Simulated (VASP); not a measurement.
# N in VASP: notebook, part 2 of 2

VASP 6.6.1.

## Step 4: Single point, PBE+D3(BJ)

Input file INCAR:

```
SYSTEM = N
PREC = Accurate
ENCUT = 520
EDIFF = 1E-7
ISMEAR = -1
SIGMA = 0.05
LREAL = Auto
LASPH = .TRUE.
NELM = 100
ALGO = Normal
ISIF = 2
LWAVE = .FALSE.
LCHARG = .FALSE.
GGA = PE
IVDW = 12
NBANDS = 78
```

Input file KPOINTS:

```
Automatic mesh
0
G
  1 1 1
  0 0 0
```

Input file POSCAR:

```
N
1.0
    8.8620950000      0.0000000000      0.0000000000
    0.0000000000      8.8620950000      0.0000000000
    0.0000000000      0.0000000000      8.8620950000
N
24
Direct
    0.7709802253      0.4958646911      0.3894225914
    0.8680340258      0.5674053370      0.3671930847
    0.5999145800      0.8833802842      0.6695933636
    0.6589976749      0.7926793834      0.7330885079
    0.2708388931      0.1285700503      0.8968646804
    0.3011139014      0.0669931884      0.7925552592
    0.5735551244      0.2904843606      0.0560138432
    0.6928835676      0.2798548199      0.0934542002
   -0.0347096257      0.0908137410      0.4979296656
   -0.0800600761      0.1560579073      0.4036291644
    0.2035184683      0.6095398436      0.8681468659
    0.2024916230      0.6362829557      0.7459635673
    0.2276324052      0.4008984332      0.2711548454
    0.2309160531      0.3562588756      0.3843899213
    0.2800127961      0.8269150805      0.3356542669
    0.2431930599      0.9324431751      0.3918148023
    0.5000284921      0.7840471130      0.0195890475
    0.5651485343      0.7738915008      0.1233794041
    0.5699442400      0.1454283665      0.4323469789
    0.5283965022      0.2487447945      0.4899405840
    0.8919787026      0.4420963666      0.7970688646
    0.7985809225      0.4306995129      0.7173811610
   -0.0190474149      0.9495384556      1.0466148241
   -0.0873044128      1.0049542461      0.9555866869
```

Potentials or basis: VASP PAW PBE potentials, release 64 (N).

Run with:

```console
> cat potpaw_PBE.64/N/POTCAR > POTCAR
> mpirun -np 1 vasp_gam > vasp.out
```

OUTCAR:

```text
SYSTEM = N
   PREC = Accurate
   ENCUT = 520
   EDIFF = 1E-7
   ISMEAR = -1
   LREAL = Auto
   LASPH = .TRUE.
   NELM = 100
   ISIF = 2
   GGA = PE
   IVDW = 12
 IVDW          = 12

 ion  position               nearest neighbor table
   1  0.771  0.496  0.389-   2 1.09
   2  0.868  0.567  0.367-   1 1.09
[... 318 lines left out ...]
  -------------------------------------------------------------------------------------
  Total       6.78258     3.50061    12.95745     1.41418    -3.31679     2.97954
  in kB      15.61336     8.05832    29.82779     3.25541    -7.63518     6.85884
  external pressure =       17.83 kB  Pullay stress =        0.00 kB

 VOLUME and BASIS-vectors are now :
 -----------------------------------------------------------------------------
  energy-cutoff  :      520.00
  volume of cell :      696.00
      direct lattice vectors                 reciprocal lattice vectors
     8.862095000  0.000000000  0.000000000     0.112840135  0.000000000  0.000000000
     0.000000000  8.862095000  0.000000000     0.000000000  0.112840135  0.000000000
     0.000000000  0.000000000  8.862095000     0.000000000  0.000000000  0.112840135

 POSITION                                       TOTAL-FORCE (eV/Angst)
 -----------------------------------------------------------------------------------
      6.83250      4.39440      3.45110        -3.510626     -2.511954      0.680196
      7.69260      5.02840      3.25410         3.532355      2.625068     -0.813057
      5.31650      7.82860      5.93400        -0.030349      0.054401     -0.082654
      5.84010      7.02480      6.49670         0.120029     -0.089535     -0.035508
      2.40020      1.13940      7.94810        -0.246569      0.523090      0.861405
      2.66850      0.59370      7.02370         0.247846     -0.504132     -0.882795
[... 16 lines left out ...]
      8.69329      8.41490      0.41310        -0.683306      0.537040     -0.877074
      8.08839      0.04390      8.46850         0.646276     -0.559271      0.894381
 -----------------------------------------------------------------------------------
    total drift:                                0.001245      0.002117      0.003635

  FREE ENERGIE OF THE ION-ELECTRON SYSTEM (eV)
  ---------------------------------------------------
  free  energy   TOTEN  =      -200.4397929270 eV

  energy  without entropy=     -200.4397929270  energy(sigma->0) =     -200.43979293
```

OSZICAR:

```text
N       E                     dE             d eps       ncg     rms          rms(c)
DAV:   1     0.111040136872E+04    0.11104E+04   -0.59950E+04   164   0.136E+03
DAV:   2    -0.664313354415E+02   -0.11768E+04   -0.11533E+04   216   0.316E+02
DAV:   3    -0.206438096370E+03   -0.14001E+03   -0.13917E+03   176   0.119E+02
[... 12 lines left out ...]
DAV:  16    -0.199472304487E+03    0.16571E-05   -0.32803E-06   200   0.860E-03    0.347E-03
DAV:  17    -0.199472303729E+03    0.75774E-06   -0.97420E-07   200   0.401E-03    0.153E-03
DAV:  18    -0.199472303439E+03    0.29036E-06   -0.22188E-07   160   0.213E-03    0.107E-03
DAV:  19    -0.199472303580E+03   -0.14137E-06   -0.42088E-08   144   0.110E-03    0.378E-04
DAV:  20    -0.199472303594E+03   -0.13396E-07   -0.20227E-08   144   0.761E-04
   1 F= -.20043979E+03 E0= -.20043979E+03  d E =-.335322E-10
```

stdout:

```text
POSCAR found type information on POSCAR N
 POSCAR found :  1 types and      24 ions
 scaLAPACK will be used
 LDA part: xc-table for (Slater+PW92), standard interpolation
 POSCAR, INCAR and KPOINTS ok, starting setup
 FFT: planning ... GRIDC
 FFT: planning ... GRID_SOFT
 FFT: planning ... GRID
 WAVECAR not read
 entering main loop
```

Run time: 78 s. Hardware: 1 thread of Intel Xeon 6975P-C (Granite Rapids), shared host; peak memory 0.6 GiB.

Results:

```
Free energy                : -200.4398 eV
Pressure                   : 1.8 GPa
Largest force              : 5.908 eV/Å
Band gap on the k mesh     : 7.33 eV
Dispersion energy per atom : -0.040 eV
```

Forces on the atoms (eV/Å):
```
N   -3.511 -2.512  0.680
N    3.532  2.625 -0.813
N   -0.030  0.054 -0.083
N    0.120 -0.090 -0.036
N   -0.247  0.523  0.861
N    0.248 -0.504 -0.883
N   -0.124  0.019 -0.037
N    0.120 -0.006  0.018
N    1.114 -1.731  2.594
N   -1.170  1.720 -2.533
N    0.041 -0.129  0.700
N    0.019  0.169 -0.711
N   -0.139  2.174 -5.492
N    0.069 -2.104  5.446
N    0.166 -0.616 -0.272
N   -0.117  0.563  0.277
N   -2.104  0.325 -3.156
N    2.097 -0.339  3.271
N    0.050 -0.233 -0.173
N   -0.057  0.193  0.211
N    2.488  0.271  2.166
N   -2.529 -0.350 -2.054
N   -0.683  0.537 -0.877
N    0.646 -0.559  0.894
```

Caveat: the k points lie up to 0.71 Å⁻¹ apart; the standard files for N, O and F lose accuracy on very short bonds.

## Step 5: Single point, PBE+D3(BJ)

Input file INCAR:

```
PREC = Accurate ; ENCUT = 520
EDIFF = 1E-7 ; ISMEAR = -1
SIGMA = 0.05 ; LREAL = Auto
LASPH = True ; NELM = 60
ALGO = Normal ; ISIF = 2
LWAVE = False ; LCHARG = False
GGA = PE ; IVDW = 12
NBANDS = 78
```

Input file KPOINTS:

```
regular mesh
0
Gamma
  1 1 1
```

Input file POSCAR:

```
N
1.0
    8.8620950000      0.0000000000      0.0000000000
    0.0000000000      8.8620950000      0.0000000000
    0.0000000000      0.0000000000      8.8620950000
N
24
Direct
    0.7946428017      0.5105339087      0.3999392920
    0.9093673674      0.5579944697      0.3797183397
    0.6135231004      0.8771627928      0.6323448349
    0.6842625813      0.7800300042      0.6599906681
    0.3004030085      0.1348552459      0.8905907689
    0.2891415630      0.0964670318      0.7726728274
    0.5832932281      0.3170017925      0.0738538686
    0.6954224706      0.2700038761      0.1038919127
    0.0085194302      0.0983853141      0.5139981009
   -0.0678620574      0.1318198462      0.4218754143
    0.3049278980      0.5937873607      0.8265088560
    0.2347639018      0.6326382193      0.7339009568
    0.1903838765      0.4060100913      0.2962504916
    0.2678373455      0.4272014687      0.3912618856
    0.2850454661      0.7818692984      0.3996571917
    0.2795952876      0.9037704967      0.3849879741
    0.4929759837      0.8248726740      0.0227598553
    0.5799531601      0.7430297238      0.0534072361
    0.5275840532      0.1585065382      0.4077139773
    0.5468120123      0.2107515209      0.5174058730
    0.8864608199      0.4942172252      0.7955229548
    0.8416294341      0.3841078210      0.7515830060
   -0.0065108758      0.9497528519      1.0569396965
   -0.0585076102      1.0153016866      0.9647267379
```

Run with:

```console
> cat potpaw_PBE.64/N/POTCAR > POTCAR
> mpirun -np 1 vasp_gam > vasp.out
```

It took 74 s on 1 thread of Intel Xeon 6975P-C (Granite Rapids), shared host; peak memory 0.6 GiB.

It converged, with:

- Free energy: -200.5223 eV
- Pressure: 1.9 GPa
- Largest force: 4.608 eV/Å
- Band gap on the k mesh: 7.39 eV
- Dispersion energy per atom: -0.040 eV

Forces on the atoms (eV/Å):
```
N    0.214  0.094 -0.077
N   -0.333 -0.006  0.058
N   -1.905  2.564 -0.715
N    1.915 -2.614  0.738
N    0.128  0.487  1.425
N   -0.100 -0.473 -1.433
N   -0.436  0.215 -0.132
N    0.439 -0.177  0.088
N    1.118 -0.502  1.425
N   -1.171  0.501 -1.413
N    2.626 -1.497  3.454
N   -2.657  1.462 -3.469
N   -0.943 -0.339 -1.310
N    1.039  0.238  1.261
N    0.205 -3.886  0.447
N   -0.207  3.920 -0.495
N   -2.321  2.213 -0.797
N    2.371 -2.198  0.862
N   -0.552 -1.570 -3.309
N    0.582  1.627  3.335
N   -0.514 -1.295 -0.471
N    0.530  1.265  0.517
N    0.623 -0.800  1.136
N   -0.648  0.774 -1.126
```

Stress tensor (GPa, compression positive):
```
 1.39 -1.29  1.43
-1.29  1.91 -0.57
 1.43 -0.57  2.34
```

Levels at points of the mesh, in eV from the valence-band top:
```csv
k point,band 58,band 59,band 60,band 61,band 62,band 63
"(0.00, 0.00, 0.00)",-0.10,-0.03,0.00,7.39,7.43,7.49
```

Caveat: the k points lie up to 0.71 Å⁻¹ apart; the standard files for N, O and F lose accuracy on very short bonds.

## Step 6: Single point, PBE+D3(BJ)

Input file INCAR:

```
SYSTEM = N
PREC = Accurate ; ENCUT = 520
EDIFF = 1E-6 ; ISMEAR = -1
SIGMA = 0.05 ; LREAL = Auto
LASPH = .TRUE. ; NELM = 60
ALGO = Normal ; ISIF = 2
LWAVE = .FALSE. ; LCHARG = .TRUE.
GGA = PE ; IVDW = 12
LELF = .TRUE. ; LVHAR = .TRUE.
NBANDS = 78
```

Input file KPOINTS:

```
regular mesh
0
G
  1 1 1
  0 0 0
```

Input file POSCAR:

```
N
1.0
    8.8620950000      0.0000000000      0.0000000000
    0.0000000000      8.8620950000      0.0000000000
    0.0000000000      0.0000000000      8.8620950000
N
24
Direct
    0.7650109822      0.5455707708      0.3580530337
    0.8877246294      0.5700457962      0.3669674044
    0.6342518332      0.8712838217      0.6053760426
    0.7421721388      0.8153941026      0.6279440697
    0.2925719031      0.1604135365      0.9090401310
    0.2805544287      0.1154467426      0.7909754973
    0.5435960684      0.3413978297      0.0489613348
    0.6431887720      0.2921882467      0.1010709093
   -0.0076279932      0.0985997103      0.5430544358
   -0.0368197362      0.1482719380      0.4332609840
    0.3814560778      0.6053647586      0.7321406507
    0.2564969118      0.5825823352      0.7259118752
    0.2226787233      0.3519709504      0.3087870306
    0.2763229236      0.4373570809      0.3878428295
    0.3275410611      0.7957147830      0.4363302357
    0.2660206193      0.8685530904      0.3530316477
    0.5372544528      0.8631593320      0.0761219554
    0.5668185683      0.7438308887      0.1040837409
    0.5346027096      0.2029542676      0.4113135777
    0.5424112470      0.1965110959      0.5336548525
    0.9313147738      0.4479414856      0.8397111518
    0.8964358879      0.3654666306      0.7516958462
   -0.0005980527      0.9734379963      1.0935111844
   -0.0771826526      1.0111717376      0.9999892802
```

Potentials or basis: VASP PAW PBE potentials, release 64 (N).

Run with:

```console
> cat potpaw_PBE.64/N/POTCAR > POTCAR
> mpirun -np 1 vasp_gam > vasp.out
```

It took 68 s on 1 thread of Intel Xeon 6975P-C (Granite Rapids), shared host; peak memory 0.62 GiB.

The run converged. Its results:

```yaml
Free_energy: -200.5356 eV
Pressure: 0.2 GPa
Largest_force: 4.271 eV/Å
Band_gap_on_the_k_mesh: 7.20 eV
Dispersion_energy_per_atom: -0.040 eV
```

Forces in eV/Å, atoms in the order of the input:
```
N   -0.190 -0.061  0.006
N    0.208  0.032 -0.002
N   -2.445  1.254 -0.481
N    2.490 -1.296  0.553
N   -0.228 -0.633 -1.559
N    0.180  0.585  1.527
N   -3.413  1.791 -1.815
N    3.508 -1.715  1.731
N    0.551 -0.963  1.979
N   -0.586  0.892 -2.009
N   -1.991 -0.395 -0.020
N    2.026  0.351  0.137
N    1.290  2.119  1.875
N   -1.350 -2.075 -1.972
N   -0.651  0.793 -0.916
N    0.623 -0.720  0.866
N    0.153 -0.562  0.115
N   -0.140  0.577 -0.161
N   -0.237  0.129 -4.071
N    0.302 -0.147  4.184
N   -0.011  0.024  0.066
N   -0.044  0.022 -0.013
N   -0.824  0.380 -0.982
N    0.779 -0.381  0.962
```

Stress tensor (GPa, compression positive):
```
 0.36 -0.82  0.13
-0.82 -0.42 -0.77
 0.13 -0.77  0.59
```

Levels at points of the mesh, in eV from the valence-band top:
```csv
k point,band 58,band 59,band 60,band 61,band 62,band 63
"(0.00, 0.00, 0.00)",-0.06,-0.03,0.00,7.20,7.29,7.39
```

Caveat: the k points lie up to 0.71 Å⁻¹ apart; the standard files for N, O and F lose accuracy on very short bonds.

## Step 7: Single point, PBE+D3(BJ)

Input file INCAR:

```
SYSTEM = N
PREC = Accurate
ENCUT = 910
EDIFF = 1E-6
ISMEAR = -1
SIGMA = 0.05
LREAL = Auto
LASPH = .TRUE.
NELM = 120
ALGO = Normal
ISIF = 2
LWAVE = .FALSE.
LCHARG = .FALSE.
GGA = PE
IVDW = 12
NBANDS = 78
GGA_COMPAT = .FALSE.
```

Input file KPOINTS:

```
Automatic mesh
0
G
  1 1 1
  0 0 0
```

Input file POSCAR:

```
N
1.0
    8.8620950000      0.0000000000      0.0000000000
    0.0000000000      8.8620950000      0.0000000000
    0.0000000000      0.0000000000      8.8620950000
N
24
Direct
    0.7709802253      0.4958646911      0.3894225914
    0.8680340258      0.5674053370      0.3671930847
    0.5999145800      0.8833802842      0.6695933636
    0.6589976749      0.7926793834      0.7330885079
    0.2708388931      0.1285700503      0.8968646804
    0.3011139014      0.0669931884      0.7925552592
    0.5735551244      0.2904843606      0.0560138432
    0.6928835676      0.2798548199      0.0934542002
   -0.0347096257      0.0908137410      0.4979296656
   -0.0800600761      0.1560579073      0.4036291644
    0.2035184683      0.6095398436      0.8681468659
    0.2024916230      0.6362829557      0.7459635673
    0.2276324052      0.4008984332      0.2711548454
    0.2309160531      0.3562588756      0.3843899213
    0.2800127961      0.8269150805      0.3356542669
    0.2431930599      0.9324431751      0.3918148023
    0.5000284921      0.7840471130      0.0195890475
    0.5651485343      0.7738915008      0.1233794041
    0.5699442400      0.1454283665      0.4323469789
    0.5283965022      0.2487447945      0.4899405840
    0.8919787026      0.4420963666      0.7970688646
    0.7985809225      0.4306995129      0.7173811610
   -0.0190474149      0.9495384556      1.0466148241
   -0.0873044128      1.0049542461      0.9555866869
```

Potentials or basis: VASP PAW PBE potentials, release 64 (N_h).

Run with:

```console
> cat potpaw_PBE.64/N_h/POTCAR > POTCAR
> mpirun -np 1 vasp_gam > vasp.out
```

Run time: 2.9 min. Hardware: 1 thread of Intel Xeon 6975P-C (Granite Rapids), shared host; peak memory 1.1 GiB.

Results (log left out):

* Free energy: -202.6289 eV
* Pressure: 0.1 GPa
* Largest force: 3.681 eV/Å
* Band gap on the k mesh: 7.39 eV
* Dispersion energy per atom: -0.040 eV

Forces on the atoms (eV/Å):
```
N   -1.901 -1.328  0.313
N    1.917  1.437 -0.446
N    0.662 -1.007  0.659
N   -0.565  0.971 -0.778
N    0.130 -0.253 -0.451
N   -0.137  0.276  0.437
N    1.268 -0.105  0.398
N   -1.277  0.113 -0.420
N    0.431 -0.740  1.159
N   -0.479  0.728 -1.099
N    0.029  0.200 -0.804
N    0.032 -0.158  0.791
N   -0.079  1.354 -3.421
N    0.012 -1.289  3.377
N   -0.288  0.683  0.416
N    0.339 -0.730 -0.413
N   -1.069  0.165 -1.504
N    1.064 -0.176  1.623
N   -0.444  0.992  0.513
N    0.439 -1.033 -0.478
N    1.061  0.097  0.949
N   -1.103 -0.174 -0.837
N   -1.384  1.104 -1.808
N    1.342 -1.126  1.823
```

Stress tensor (GPa, compression positive):
```
 0.15  0.66  0.03
 0.66 -0.50 -0.46
 0.03 -0.46  0.56
```

Levels at points of the mesh, in eV from the valence-band top:
```
           k point  band 58  band 59  band 60  band 61  band 62  band 63
(0.00, 0.00, 0.00)    -0.10    -0.08     0.00     7.39     7.44     7.46
```

Caveat: the k points lie up to 0.71 Å⁻¹ apart; the cutoff is under 1.25 times the usual one of these potentials, so pressure, stress and relaxed cells hold a basis-set (Pulay) error.
